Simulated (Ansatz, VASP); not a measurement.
Two plane-wave programs on YZr2O2

```
Y Zr O
1.0
     5.05801    0.00000    0.00000
    -2.52900    4.38037    0.00000
     0.00000    0.00000    4.09593
Y Zr O
1 2 2
Direct
  0.00000 0.00000 0.00000
  0.33333 0.66667 0.50000
  0.66667 0.33333 0.50000
  0.33333 0.66667 0.00000
  0.66667 0.33333 0.00000
```

Alike in both runs: task single point; functional PBE; k mesh 6 × 6 × 4; occupations gaussian, width 0.1 eV; collinear spin.

|  | VASP | Ansatz |
| --- | --- | --- |
| version | VASP 6.6.1 | Ansatz 0.2.0 |
| potentials or method | VASP PAW PBE potentials, release 64 (Y_sv, Zr_sv, O), cutoff 520 eV | scalar-relativistic, plane waves, PAW |
| valence electrons in the cell | 47 | 47 |

Ansatz gave:

```
gap on the k mesh at the Fermi level (eV)                     : none
pressure (GPa)                                                : 0.1
traceless stress, the component that is largest in VASP (GPa) : -0.18
net moment per atom (μB)                                      : 0.00
```

Question: What did VASP give for the same quantities?

Answer: gap on the k mesh at the Fermi level (eV): none; pressure (GPa): 0.2; traceless stress, the component that is largest in VASP (GPa): 0.13; net moment per atom (μB): 0.00.

A gap of «none» marks a metal or a gap that the smearing closes. The functional is the same, so the differences come from potentials, cutoffs and numerics. Ansatz's warnings: seeded moment not kept.

The k mesh is coarse, so the values compare programs but aren't converged.
